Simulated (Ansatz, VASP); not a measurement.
**Two plane-wave programs on Zr**

```
CELL_PARAMETERS angstrom
0.00000 3.05813 3.05813
3.05813 0.00000 3.05813
3.05813 3.05813 0.00000
ATOMIC_POSITIONS crystal
Zr 0.12500 0.12500 0.12500
Zr 0.87500 0.87500 0.87500
```

Alike in both runs: task single point; functional PBE; k mesh 10 × 10 × 10; occupations fermi-dirac, width 0.1 eV; no spin polarisation.

```csv
,VASP,Ansatz
version,VASP 6.6.1,Ansatz 0.2.0
potentials or method,"VASP PAW PBE potentials, release 64 (Zr_sv), cutoff 520 eV","plane waves (420 eV) with PAW, scalar-relativistic"
valence electrons in the cell,24,24
```

VASP gave:

* pressure (GPa): 3.4

Q: Estimate Ansatz's values.

A: Pressure (GPa): 3.2.
